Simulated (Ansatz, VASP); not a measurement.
Two plane-wave programs on Fe

```
Fe
1.0
     2.51184    0.00000    0.00000
    -1.25592    2.17531    0.00000
     0.00000    0.00000    3.97109
Fe
2
Direct
  0.33333 0.66667 0.25000
  0.66667 0.33333 0.75000
```

Alike in both runs: task relaxation of cell and atoms; functional PBEsol; k mesh 12 × 12 × 6; occupations gaussian, width 0.1 eV; no spin polarisation.

```csv
,VASP,Ansatz
version,VASP 6.6.1,Ansatz 0.2.0
potentials or method,"VASP PAW PBE potentials, release 64 (Fe), cutoff 600 eV","scalar-relativistic, plane waves, PAW"
valence electrons in the cell,16,32
```

```csv
,VASP,Ansatz,Ansatz less VASP
"gap on the k mesh at the Fermi level, each at its own relaxed structure (eV)",none,none,-
relaxed volume (Å³/atom),9.80,9.82,+0.011
relaxed cell length with the largest relative difference (Å),3.838,3.846,+0.0081
```

VASP's potentials were made for PBE, not for PBEsol. A gap of «none» marks a metal or a gap that the smearing closes. VASP's potentials hold 16 valence electrons a cell and Ansatz's 32, so a difference there can come from the potentials and not from the codes.
